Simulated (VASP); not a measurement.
# CaBr (P6_3mc) in VASP: notebook, part 2 of 2

VASP 6.6.1.

### Step 4. Single point, PBE

This run uses another cell than the first one, of 26.13 Å³/atom.

Input file INCAR:

```
PREC = Accurate
ENCUT = 520
EDIFF = 1E-6
ISMEAR = -1
SIGMA = 0.05
LREAL = F
LASPH = T
NELM = 80
ALGO = Normal
ISIF = 2
LWAVE = F
LCHARG = T
GGA = PE
LELF = T
LVHAR = T
NBANDS = 25
```

Input file KPOINTS:

```
Automatic mesh
0
Gamma
  8 8 3
```

Input file POSCAR:

```
CaBr
1.0
    3.5914041327      0.0000000000      0.0000000000
   -1.7957020663      3.1102472142      0.0000000000
    0.0000000000      0.0000000000      9.3567112362
Br Ca
2 2
Direct
    0.6666666667      0.3333333333      0.5419885094
    0.3333333333      0.6666666667      0.0419885094
    0.6666666667      0.3333333333      0.8330114906
    0.3333333333      0.6666666667      0.3330114906
```

Potentials or basis: VASP PAW PBE potentials, release 64 (Br, Ca_sv).

On the command line:

```console
cat potpaw_PBE.64/Br/POTCAR potpaw_PBE.64/Ca_sv/POTCAR > POTCAR
mpirun -np 1 vasp_std > vasp.out
```

OUTCAR:

```text
PREC = Accurate
   ENCUT = 520
   EDIFF = 1E-6
   ISMEAR = -1
   LREAL = F
   LASPH = T
   NELM = 80
   ISIF = 2
   GGA = PE

 ion  position               nearest neighbor table
   1  0.667  0.333  0.542-   3 2.72   4 2.85   4 2.85   4 2.85
   2  0.333  0.667  0.042-   4 2.72   3 2.85   3 2.85   3 2.85
   3  0.667  0.333  0.833-   1 2.72   2 2.85   2 2.85   2 2.85
   4  0.333  0.667  0.333-   2 2.72   1 2.85   1 2.85   1 2.85

  LATTYP: Found a hexagonal cell.
 ALAT       =     3.5914041327
 C/A-ratio  =     2.6053072532

  Lattice vectors:

 A1 = (   3.5914041327,   0.0000000000,   0.0000000000)
 A2 = (  -1.7957020663,   3.1102472142,   0.0000000000)
 A3 = (   0.0000000000,   0.0000000000,   9.3567112362)

Analysis of symmetry for initial positions (statically):
=====================================================================
 Subroutine PRICEL returns:
 Original cell was already a primitive cell.

 Routine SETGRP: Setting up the symmetry group for a
 hexagonal supercell.

 Subroutine GETGRP returns: Found 12 space group operations
 (whereof  6 operations were pure point group operations)
 out of a pool of 24 trial point group operations.

The static configuration has the point symmetry C_3v.
 The point group associated with its full space group is C_6v.

Analysis of symmetry for dynamics (positions and initial velocities):
=====================================================================
 Subroutine PRICEL returns:
 Original cell was already a primitive cell.

 Routine SETGRP: Setting up the symmetry group for a
 hexagonal supercell.

 Subroutine GETGRP returns: Found 12 space group operations
 (whereof  6 operations were pure point group operations)
[... 115 lines left out ...]
   EMIN   =  10.00;   EMAX   =-10.00  energy-range for DOS
   EFERMI =   0.00;   METHOD = LEGACY
   ISMEAR =    -1;   SIGMA  =   0.05  broadening in eV -4-tet -1-fermi 0-gaus
   EFERMI_NEDOS =   21; number of points for ismear=-14 and -15
   IALGO  =     38    algorithm
   IMIX   =      4    mixing-type and parameters
     AMIX     =   0.40;   BMIX     =  1.00
     AMIX_MAG =   1.60;   BMIX_MAG =  1.00
  volume/ion in A,a.u.               =      26.13       176.33
  Fermi-wavevector in a.u.,A,eV,Ry     =   1.125919  2.127678 17.248007  1.267693
  Thomas-Fermi vector in A             =   2.262598
   LORBIT       =      0    0 simple, 1 ext, 2 COOP (PROOUT), +10 PAW based schemes
   GGA     = PE    functional components
   LHFCALC =     F    Hartree Fock is set to
   AEXX    =    0.0000 exact exchange contribution
   IVDW    =     0    specifies the selected vdW correction
   LEPSILON=     F    determine dielectric tensor
   LRPA    =     F    only Hartree local field effects (RPA)
 non-spin polarized calculation
  energy-cutoff  :      520.00
  volume of cell :      104.52
 maximum number of plane-waves:      2839
 NGX is ok and might be reduce to    28
   NGX = 13   NGY = 13   NGZ = 35

 number of electron      34.0000000 magnetization

 Free energy of the ion-electron system (eV)
  ---------------------------------------------------
  ext. energy  EPLUGINS =         0.00000000
  ---------------------------------------------------
  free energy    TOTEN  =       -11.11657584 eV

  energy without entropy =      -11.07654444  energy(sigma->0) =      -11.09656014

 E-fermi :   4.7670     XC(G=0):  -9.1577

 val. band max:        4.7420596869   @ k =   0.5000   0.0000   0.0000
 cond. band min:       4.7953573343   @ k =   0.3750   0.0000   0.3333
 fundamental gap:      0.0532976474
 Fermi energy:         4.7669565821

 k-point     1 :       0.0000    0.0000    0.0000
  band No.  band energies     occupation
      1     -36.8622      2.00000
      2     -36.8613      2.00000
      3     -18.0506      2.00000
      4     -17.9414      2.00000
      5     -17.8217      2.00000
      6     -17.8217      2.00000
[... 549 lines left out ...]
     24       8.3882      0.00000
     25       9.2453      0.00000

------------------------ aborting loop because EDIFF is reached ----------------------------------------

  FORCE on cell =-STRESS in cart. coord.  units (eV):
  Direction    XX          YY          ZZ          XY          YZ          ZX
  --------------------------------------------------------------------------------------
  -------------------------------------------------------------------------------------
  Total        6.5675954      6.5675954      6.6841995      0.0000000      0.0000000      0.0000000
  in kB      100.6779954    100.6779954    102.4654780      0.0000000      0.0000000      0.0000000
  external PRESSURE =     101.2738229 kB  Pullay stress =       0.0000000 kB

 VOLUME and BASIS-vectors are now :
 -----------------------------------------------------------------------------
  energy-cutoff  :      520.00
  volume of cell :      104.52
      direct lattice vectors                 reciprocal lattice vectors
     3.591404133  0.000000000  0.000000000     0.278442627  0.160758925  0.000000000
    -1.795702066  3.110247214  0.000000000     0.000000000  0.321517851  0.000000000
     0.000000000  0.000000000  9.356711236     0.000000000  0.000000000  0.106875159

 POSITION                                       TOTAL-FORCE (eV/Angst)
 -----------------------------------------------------------------------------------
      1.79570      1.03675      5.07123         0.000000     -0.000000      0.004570
     -0.00000      2.07350      0.39287        -0.000000      0.000000      0.004570
      1.79570      1.03675      7.79425         0.000000     -0.000000     -0.004570
     -0.00000      2.07350      3.11589        -0.000000      0.000000     -0.004570
 -----------------------------------------------------------------------------------
    total drift:                               -0.000000      0.000000      0.000179

  FREE ENERGIE OF THE ION-ELECTRON SYSTEM (eV)
  ---------------------------------------------------
  free  energy   TOTEN  =       -11.1165758448 eV

  energy  without entropy=      -11.0765444360  energy(sigma->0) =      -11.09656014
```

stdout:

```text
POSCAR found type information on POSCAR BrCa
 POSCAR found :  2 types and       4 ions
 scaLAPACK will be used
 LDA part: xc-table for (Slater+PW92), standard interpolation
 POSCAR, INCAR and KPOINTS ok, starting setup
 FFT: planning ... GRIDC
 FFT: planning ... GRID_SOFT
 FFT: planning ... GRID
 WAVECAR not read
 entering main loop
```

It took 24 s on 1 thread of Intel Xeon 6975P-C (Granite Rapids), shared host; peak memory 0.23 GiB.

What came out:

- Free energy: -11.1166 eV
- Pressure: 10.1 GPa
- Largest force: 0.005 eV/Å
- Band gap on the k mesh: zero (bands 17 and 18 overlap by 1.11 eV)

Forces in eV/Å, atoms in the order of the input:
```
Br   0.000  0.000  0.005
Br   0.000  0.000  0.005
Ca   0.000  0.000 -0.005
Ca   0.000  0.000 -0.005
```

Stress tensor (GPa, compression positive):
```
10.07  0.00  0.00
 0.00 10.07  0.00
 0.00  0.00 10.25
```

Caveat: the cell stands under pressure.

### Step 5. Summary

| cell | gap on the mesh (eV) | pressure (GPa) | largest force (eV/Å) |
| --- | --- | --- | --- |
| a = 3.240, b = 3.240, c = 8.973 Å, angles 90.0, 90.0, 120.0°, 4 atoms, atomic positions A | none | 30.3 | 0.02 |
| a = 3.379, b = 3.379, c = 9.128 Å, angles 90.0, 90.0, 120.0°, 4 atoms, atomic positions B | none | 20.2 | 0.01 |
| a = 3.591, b = 3.591, c = 9.357 Å, angles 90.0, 90.0, 120.0°, 4 atoms, atomic positions C | none | 10.1 | - |

Alike in all rows: task single point; level PBE; potentials or basis VASP PAW PBE potentials, release 64 (Br, Ca_sv); no spin polarisation; k mesh 8 × 8 × 3; cutoff (eV) 520; smearing fermi-dirac 0.05 eV.

Caveats: the cell stands under pressure.

Total energies depend on the potentials used, so only differences within one code and one set of settings carry meaning.

The gap in the log of VASP goes by the Fermi energy; the results here count the filled bands.